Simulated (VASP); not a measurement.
Input of a VASP 6.6.1 run:

Contents of INCAR:

```
PREC     = Accurate       # precision mode
ENCUT    = 520            # plane-wave cutoff, eV
EDIFF    = 1E-7           # SCF threshold, eV
ISMEAR   = 0              # smearing method
SIGMA    = 0.05           # smearing width, eV
LREAL    = F              # projectors in reciprocal space
LASPH    = T              # aspherical terms in the spheres
NELM     = 80             # most SCF steps
ALGO     = Normal         # electronic algorithm
ISIF     = 2              # what is computed and relaxed
LWAVE    = F              # write WAVECAR
LCHARG   = T              # write CHGCAR
GGA      = CA             # functional
LELF     = T              # ELF
LVHAR    = T            
NBANDS   = 21             # bands
```

The input KPOINTS:

```
regular mesh
0
Gamma
  8 8 6
```

Contents of POSCAR:

```
AlGaN2
1.0
    3.1152864692      0.0000000000      0.0000000000
    0.0000000000      3.1152864692      0.0000000000
    0.0000000000      0.0000000000      4.1651136599
Al Ga N
1 1 2
Direct
    0.5000000000      0.5000000000      0.5000000000
    0.0000000000      0.0000000000      0.0000000000
    0.5000000000      0.0000000000      0.7400513246
    0.0000000000      0.5000000000      0.2599486754
```

Potentials or basis: VASP PAW LDA potentials, release 64 (Al, Ga_d, N).

Command:

```console
$ cat potpaw_LDA.64/Al/POTCAR potpaw_LDA.64/Ga_d/POTCAR potpaw_LDA.64/N/POTCAR > POTCAR
$ mpirun -np 1 vasp_std > vasp.out
```

Problem. Estimate the largest force.

Solution. 0.152 eV/Å.

Problem. Estimate the band gap on the k mesh.

Solution. 3.42 eV, direct.

Stress tensor (GPa, compression positive):
```
10.74  0.00  0.00
 0.00 10.74  0.00
 0.00  0.00 16.01
```

Caveat: the cell differs from its parent crystal (strain +0.000 along x and y, -0.050 along z). A k mesh can miss the band edges.
